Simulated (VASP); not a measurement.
A run of VASP 6.6.1 is set up as follows.

INCAR

```
PREC     = Accurate       # precision mode
ENCUT    = 520            # plane-wave cutoff, eV
EDIFF    = 1E-6           # SCF threshold, eV
ISMEAR   = 0              # smearing method
SIGMA    = 0.1            # smearing width, eV
LREAL    = False          # projectors in reciprocal space
LASPH    = True           # aspherical terms in the spheres
NELM     = 150            # most SCF steps
ALGO     = Normal         # electronic algorithm
ISIF     = 2              # what is computed and relaxed
LWAVE    = False          # write WAVECAR
LCHARG   = False          # write CHGCAR
ISPIN    = 2              # spin polarisation
MAGMOM   = 0 0 0 0 0 0 1  # initial moments
LORBIT   = 11             # projections on sites
LMAXMIX  = 4              # l up to which the mixer works
LDIPOL   = True         
IDIPOL   = 3            
DIPOL    = 0.5 0.5 0.312
NBANDS   = 50             # bands
```

Contents of KPOINTS:

```
regular mesh
0
Gamma
  6 6 1
```

POSCAR

```
Ta6F
1.0
    4.6002247516      0.0000000000      0.0000000000
   -2.3001123758      3.9839114980      0.0000000000
    0.0000000000      0.0000000000     21.4017722141
Ta F
6 1
Direct
    0.6666666667      0.3333333333      0.1869004099
    0.3333333333      0.6666666667      0.2307760729
    0.0000000000      0.0000000000      0.2746517360
    0.6666666667      0.3333333333      0.3157775353
    0.3333333333      0.6666666667      0.3543568624
    0.0000000000      0.0000000000      0.3925736677
    0.5555555556     -0.5555555556      0.4271502436
```

Potentials or basis: VASP PAW LDA potentials, release 64 (Ta_pv, F).

Command:

```sh
$ cat potpaw_LDA.64/Ta_pv/POTCAR potpaw_LDA.64/F/POTCAR > POTCAR
$ mpirun -np 1 vasp_std > vasp.out
```

(1) Predict the largest force.

(2) What does it give for the net moment?

## Answers

(1) 2.310 eV/Å.

(2) 0.00 μB per cell.
